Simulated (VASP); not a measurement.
# Pt (Im-3m) in VASP: settings compared

The runs below take Pt through single point, with LDA, r2SCAN.

Program: VASP 6.6.1. These are calculated values, not measurements. Logs are shortened: lines on timing, memory, paths and dates and some standing lists are left out, and cuts for length are marked.

### 1 The cell of the first run

The structure is cubic, space group Im-3m (No. 229). The conventional cell has a = 3.168 Å, b = 3.168 Å, c = 3.168 Å, α = 90.00°, β = 90.00°, γ = 90.00°. Within 3.6 Å of Pt (site symmetry m-3m) lie 14 Pt at 2.74 to 3.17 Å.

### 2 Single point, LDA, non-collinear spin, zero start, spin-orbit coupling

The input, INCAR:

```
SYSTEM = Pt
PREC = Accurate
ENCUT = 520
EDIFF = 1E-7
ISMEAR = -1
SIGMA = 0.05
LREAL = .FALSE.
LASPH = .TRUE.
NELM = 150
ALGO = Normal
ISIF = 2
LWAVE = .FALSE.
LCHARG = .TRUE.
MAGMOM = 0 0 0
LORBIT = 11
LSORBIT = .TRUE.
GGA_COMPAT = .FALSE.
LORBMOM = .TRUE.
LMAXMIX = 4
GGA = CA
LVHAR = .TRUE.
NBANDS = 21
```

The input, KPOINTS:

```
regular mesh
0
G
  9 9 9
  0 0 0
```

The input, POSCAR:

```
Pt
1.0
   -1.5842200000      1.5842200000      1.5842200000
    1.5842200000     -1.5842200000      1.5842200000
    1.5842200000      1.5842200000     -1.5842200000
Pt
1
Direct
    0.0000000000      0.0000000000      0.0000000000
```

Potentials or basis: VASP PAW LDA potentials, release 64 (Pt).

On the command line:

```
cat potpaw_LDA.64/Pt/POTCAR > POTCAR
mpirun -np 1 vasp_ncl > vasp.out
```

OUTCAR:

```text
SYSTEM = Pt
   PREC = Accurate
   ENCUT = 520
   EDIFF = 1E-7
   ISMEAR = -1
   LREAL = .FALSE.
   LASPH = .TRUE.
   NELM = 150
   ISIF = 2
   LORBIT = 11
   LSORBIT = .TRUE.
   GGA = CA

 ion  position               nearest neighbor table
   1  0.000  0.000  0.000-

  LATTYP: Found a body centered cubic cell.
 ALAT       =     3.1684400000

  Lattice vectors:

 A1 = (  -1.5842200000,   1.5842200000,   1.5842200000)
 A2 = (   1.5842200000,  -1.5842200000,   1.5842200000)
 A3 = (   1.5842200000,   1.5842200000,  -1.5842200000)

Analysis of symmetry for initial positions (statically):
=====================================================================
 Subroutine PRICEL returns:
 Original cell was already a primitive cell.

 Routine SETGRP: Setting up the symmetry group for a
 body centered cubic supercell.

 Subroutine GETGRP returns: Found 48 space group operations
[... 9 lines left out ...]

 Routine SETGRP: Setting up the symmetry group for a
 body centered cubic supercell.

 Subroutine GETGRP returns: Found 48 space group operations
 (whereof 48 operations were pure point group operations)
 out of a pool of 48 trial point group operations.

The dynamic configuration has the point symmetry O_h .

Analysis of structural, dynamic, and magnetic symmetry:
=====================================================================
 Subroutine PRICEL returns:
 Original cell was already a primitive cell.

 Routine SETGRP: Setting up the symmetry group for a
 body centered cubic supercell.

 Subroutine GETGRP returns: Found 48 space group operations
 (whereof 48 operations were pure point group operations)
 out of a pool of 48 trial point group operations.

The overall configuration has the point symmetry O_h .

 Subroutine INISYM returns: Found 48 space group operations
[... 5 lines left out ...]
                                     Primitive cell

  volume of cell :      15.9040

  direct lattice vectors                    reciprocal lattice vectors
    -1.584220000  1.584220000  1.584220000     0.000000000  0.315612731  0.315612731
     1.584220000 -1.584220000  1.584220000     0.315612731  0.000000000  0.315612731
     1.584220000  1.584220000 -1.584220000     0.315612731  0.315612731  0.000000000

  length of vectors
     2.743949530  2.743949530  2.743949530     0.446343804  0.446343804  0.446343804

  position of ions in fractional coordinates (direct lattice)
     0.000000000  0.000000000  0.000000000

  ion indices of the primitive-cell ions
   primitive index   ion index
                 1           1

----------------------------------------------------------------------------------------

 KPOINTS: regular mesh

Automatic generation of k-mesh.
 Grid dimensions read from file:
 generate k-points for:    9    9    9

 Generating k-lattice:

  Cartesian coordinates                     Fractional coordinates (reciprocal lattice)
     0.000000000  0.035068081  0.035068081     0.111111111  0.000000000  0.000000000
     0.035068081  0.000000000  0.035068081     0.000000000  0.111111111  0.000000000
     0.035068081  0.035068081  0.000000000     0.000000000  0.000000000  0.111111111

  Length of vectors
     0.049593756  0.049593756  0.049593756

  Shift w.r.t. Gamma in fractional coordinates (k-lattice)
     0.000000000  0.000000000  0.000000000

 Subroutine IBZKPT returns following result:
 ===========================================

 Found     35 irreducible k-points:

 Following reciprocal coordinates:
            Coordinates               Weight
  0.000000  0.000000  0.000000      1.000000
  0.111111  0.000000  0.000000     12.000000
  0.222222  0.000000  0.000000     12.000000
  0.333333  0.000000  0.000000     12.000000
  0.444444  0.000000  0.000000     12.000000
  0.111111  0.111111  0.000000     24.000000
[... 16 lines left out ...]
 -0.333333  0.444444  0.111111     48.000000
 -0.444444 -0.444444  0.111111     24.000000
 [... further k-points ...]
   k-points           NKPTS =     35   k-points in BZ     NKDIM =     35   number of bands    NBANDS=     21
   number of dos      NEDOS =    301   number of ions     NIONS =      1
   total plane-waves  NPLWV =   8000
   dimension x,y,z NGX =    20 NGY =   20 NGZ =   20
   dimension x,y,z NGXF=    40 NGYF=   40 NGZF=   40
   ions per type =               1
   NGX,Y,Z   is equivalent  to a cutoff of  12.12, 12.12, 12.12 a.u.
   NGXF,Y,Z  is equivalent  to a cutoff of  24.23, 24.23, 24.23 a.u.
 SYSTEM =  Pt
   PREC   = accura    normal or accurate (medium, high low for compatibility)
   ISTART =      0    job   : 0-new  1-cont  2-samecut
   ICHARG =      2    charge: 1-file 2-atom 10-const
   ISPIN  =      1    spin polarized calculation?
   LNONCOLLINEAR =      T non collinear calculations
   LSORBIT =      T    spin-orbit coupling
   LASPH  =      T    aspherical Exc in radial PAW
   ENCUT  =  520.0 eV  38.22 Ry    6.18 a.u.   5.10  5.10  5.10*2*pi/ulx,y,z
   NELM   =    150;   NELMIN=  2; NELMDL= -5     # of ELM steps
   EDIFF  = 0.1E-06   stopping-criterion for ELM
   LREAL  =      F    real-space projection
   EDIFFG = 0.1E-05   stopping-criterion for IOM
   NSW    =      0    number of steps for IOM
   IBRION =     -1    ionic relax: 0-MD 1-quasi-New 2-CG
   NFREE  =      0    steps in history (QN), initial steepest desc. (CG)
   ISIF   =      2    stress and relaxation
   ISYM   =      2    0-nonsym 1-usesym 2-fastsym
   POTIM  = 0.5000    time-step for ionic-motion
   TEBEG  =    0.0;   TEEND  =   0.0 temperature during run
   PSTRESS=    0.0 pullay stress
   NELECT =      10.0000    total number of electrons
   NUPDOWN=      -1.0000    fix difference up-down
   EMIN   =  10.00;   EMAX   =-10.00  energy-range for DOS
   EFERMI =   0.00;   METHOD = LEGACY
   ISMEAR =    -1;   SIGMA  =   0.05  broadening in eV -4-tet -1-fermi 0-gaus
   EFERMI_NEDOS =   21; number of points for ismear=-14 and -15
   IALGO  =     38    algorithm
   IMIX   =      4    mixing-type and parameters
     AMIX     =   0.40;   BMIX     =  1.00
     AMIX_MAG =   1.60;   BMIX_MAG =  1.00
  volume/ion in A,a.u.               =      15.90       107.33
  Fermi-wavevector in a.u.,A,eV,Ry     =   1.402510  2.650360 26.763132  1.967035
  Thomas-Fermi vector in A             =   2.525265
   LORBIT       =     11    0 simple, 1 ext, 2 COOP (PROOUT), +10 PAW based schemes
   GGA     = CA    functional components
   LHFCALC =     F    Hartree Fock is set to
   AEXX    =    0.0000 exact exchange contribution
   IVDW    =     0    specifies the selected vdW correction
   LEPSILON=     F    determine dielectric tensor
   LRPA    =     F    only Hartree local field effects (RPA)
  energy-cutoff  :      520.00
  volume of cell :       15.90
 maximum number of plane-waves:       874
   NGX = 11   NGY = 11   NGZ = 11

 number of electron      10.0000000 magnetization      -0.0000000      0.0000000      0.0000000

 number of electron      10.0000000 magnetization      -0.0000000     -0.0000000     -0.0000000

 number of electron      10.0000000 magnetization       0.0000000      0.0000000      0.0000000

 Free energy of the ion-electron system (eV)
  ---------------------------------------------------
  ext. energy  EPLUGINS =         0.00000000
  ---------------------------------------------------
  free energy    TOTEN  =        -7.74413264 eV

  energy without entropy =       -7.73505091  energy(sigma->0) =       -7.73959178

 E-fermi :   9.9167     XC(G=0): -13.3815

 val. band max:        9.8929216048   @ k =   0.4444   0.1111   0.0000
 cond. band min:      10.0314369880   @ k =  -0.2222   0.3333   0.1111
 fundamental gap:      0.1385153832
 Fermi energy:         9.9166902721

 k-point     1 :       0.0000    0.0000    0.0000
  band No.  band energies     occupation
      1       0.4828      1.00000
      2       0.4828      1.00000
      3       6.0148      1.00000
      4       6.0148      1.00000
      5       6.0149      1.00000
      6       6.0149      1.00000
[... 13 lines left out ...]
     20      34.6517      0.00000
     21      37.0059      0.00000
[... 529 lines left out ...]
 k-point    24 :      -0.4444   -0.4444    0.1111
  band No.  band energies     occupation
      1       4.2934      1.00000
      2       4.2934      1.00000
      3       5.6096      1.00000
      4       5.6096      1.00000
      5       6.5364      1.00000
      6       6.5364      1.00000
[... 13 lines left out ...]
     20      31.4607      0.00000
     21      33.6491      0.00000

 [... further k-points ...]
[... 5 lines left out ...]
  --------------------------------------------------------------------------------------
  -------------------------------------------------------------------------------------
  Total       -1.5036134     -1.5036134     -1.5036134     -0.0000000      0.0000000      0.0000000
  in kB     -151.4747723   -151.4747723   -151.4747723     -0.0000000      0.0000000      0.0000000
  external PRESSURE =    -151.4747723 kB  Pullay stress =       0.0000000 kB

 VOLUME and BASIS-vectors are now :
 -----------------------------------------------------------------------------
  energy-cutoff  :      520.00
  volume of cell :       15.90
      direct lattice vectors                 reciprocal lattice vectors
    -1.584220000  1.584220000  1.584220000     0.000000000  0.315612731  0.315612731
     1.584220000 -1.584220000  1.584220000     0.315612731  0.000000000  0.315612731
     1.584220000  1.584220000 -1.584220000     0.315612731  0.315612731  0.000000000

 POSITION                                       TOTAL-FORCE (eV/Angst)
 -----------------------------------------------------------------------------------
      0.00000      0.00000      0.00000        -0.000000      0.000000      0.000000
 -----------------------------------------------------------------------------------
    total drift:                                0.000000     -0.000000      0.000000

  FREE ENERGIE OF THE ION-ELECTRON SYSTEM (eV)
  ---------------------------------------------------
  free  energy   TOTEN  =        -7.7441326363 eV

  energy  without entropy=       -7.7350509142  energy(sigma->0) =       -7.73959178

 orbital moment (x)

 # of ion     p       d       tot
 ----------------------------------------
  1         0.000  -0.000  -0.000
 ----------------------------------------
            0.000  -0.000  -0.000

 orbital moment (y)

 # of ion     p       d       tot
 ----------------------------------------
  1         0.000   0.000   0.000
 ----------------------------------------
            0.000   0.000   0.000

 orbital moment (z)

 # of ion     p       d       tot
 ----------------------------------------
  1        -0.000   0.000  -0.000
 ----------------------------------------
           -0.000   0.000  -0.000

 Spin-Orbit-Coupling matrix elements

 Ion:    1  E_soc:     -0.7739924
 l=   1
     0.0000000    -0.0312718    -0.0312718
    -0.0312718     0.0000000    -0.0312718
    -0.0312718    -0.0312718     0.0000000
 l=   2
     0.0000000    -0.0189910     0.0000000    -0.0189910    -0.0787360
    -0.0189910     0.0000000    -0.0590520    -0.0189910    -0.0196840
     0.0000000    -0.0590520     0.0000000    -0.0590520     0.0000000
    -0.0189910    -0.0189910    -0.0590520     0.0000000    -0.0196840
    -0.0787360    -0.0196840     0.0000000    -0.0196840     0.0000000
 l=   3
     0.0000000     0.0000000     0.0000000     0.0000000     0.0000000     0.0000000     0.0000000
     0.0000000     0.0000000     0.0000000     0.0000000     0.0000000     0.0000000     0.0000000
     0.0000000     0.0000000     0.0000000     0.0000000     0.0000000     0.0000000     0.0000000
     0.0000000     0.0000000     0.0000000     0.0000000     0.0000000     0.0000000     0.0000000
     0.0000000     0.0000000     0.0000000     0.0000000     0.0000000     0.0000000     0.0000000
     0.0000000     0.0000000     0.0000000     0.0000000     0.0000000     0.0000000     0.0000000
     0.0000000     0.0000000     0.0000000     0.0000000     0.0000000     0.0000000     0.0000000

 total charge

# of ion       s       p       d       tot
------------------------------------------
    1        0.622   0.552   8.012   9.185

 magnetization (x)

# of ion       s       p       d       tot
------------------------------------------
    1       -0.000  -0.000   0.000   0.000

 magnetization (y)

# of ion       s       p       d       tot
------------------------------------------
    1       -0.000  -0.000   0.000   0.000

 magnetization (z)

# of ion       s       p       d       tot
------------------------------------------
    1        0.000   0.000  -0.000   0.000
```

It took 27 s on 1 thread of Intel Xeon Platinum 8375C at 2.90GHz (Ice Lake), shared host; peak memory 0.15 GiB.

What came out:

| Item | Value |
| --- | --- |
| Free energy | -7.7441 eV |
| Pressure | -15.1 GPa |
| Net moment | 0.00 μB per cell |
| Valence electrons inside the program's atomic spheres | Pt 9.19 |

Moments on the atoms (μB; x, y, z):
```
Pt  0.00 0.00 0.00
```

### 3 Single point, r2SCAN

This run uses another cell than the first one, of 16.54 Å³/atom, 1.040 times its volume.

The input, POSCAR:

```
Pt
1.0
   -1.6050673907      1.6050673907      1.6050673907
    1.6050673907     -1.6050673907      1.6050673907
    1.6050673907      1.6050673907     -1.6050673907
Pt
1
Direct
    0.0000000000      0.0000000000      0.0000000000
```

The input, INCAR.step1:

```
  PREC = Accurate
  ENCUT = 550
  ISMEAR = -1
  SIGMA = 0.05
  LREAL = F
  LASPH = T
  NELM = 120
  NBANDS = 15
  GGA = PE
  ALGO = Normal
  EDIFF = 1E-5
  LWAVE = T
  LCHARG = F
  GGA_COMPAT = F
```

The input, INCAR.step2:

```
  PREC = Accurate
  ENCUT = 550
  EDIFF = 1E-6
  ISMEAR = -1
  SIGMA = 0.05
  LREAL = F
  LASPH = T
  NELM = 120
  ALGO = Normal
  ISIF = 2
  LWAVE = F
  LCHARG = F
  METAGGA = R2SCAN
  LMIXTAU = T
  NBANDS = 15
  ISTART = 1
  GGA_COMPAT = F
```

The input, KPOINTS:

```
regular mesh
0
Gamma
  12 12 12
```

Potentials or basis: VASP PAW PBE potentials, release 64 (Pt_sv_GW).

On the command line:

```
cat potpaw_PBE.64/Pt_sv_GW/POTCAR > POTCAR
cp INCAR.step1 INCAR
mpirun -np 1 vasp_std > vasp.out
cp INCAR.step2 INCAR
mpirun -np 1 vasp_std > vasp.out
```

Run time: 41 s. Hardware: 1 thread of AMD EPYC 9R45 (Zen 5), shared host; peak memory 0.13 GiB.

It converged, with:

| Property | Result |
| --- | --- |
| Free energy | -51.2835 eV |
| Pressure | -16.5 GPa |
| Band gap on the k mesh | zero (band 9 reaches 9.66 eV, above the bottom of band 10 at 7.52 eV) |

Levels at points of the mesh, in eV from the Fermi level:
```tsv
k point	band 7	band 8	band 9	band 10	band 11	band 12
(0.00, 0.00, 0.00)	-3.30	-3.30	-0.97	-0.97	18.04	18.04
(0.50, 0.00, 0.00)	-1.14	-0.69	0.71	1.06	6.31	14.08
(0.50, 0.50, 0.50)	0.57	0.57	0.57	8.07	8.07	8.07
```

Caveat: the PAW data sets were made with another functional, which shifts forces and pressure a little; spin-orbit coupling is left out, which moves the levels of the heavy elements.
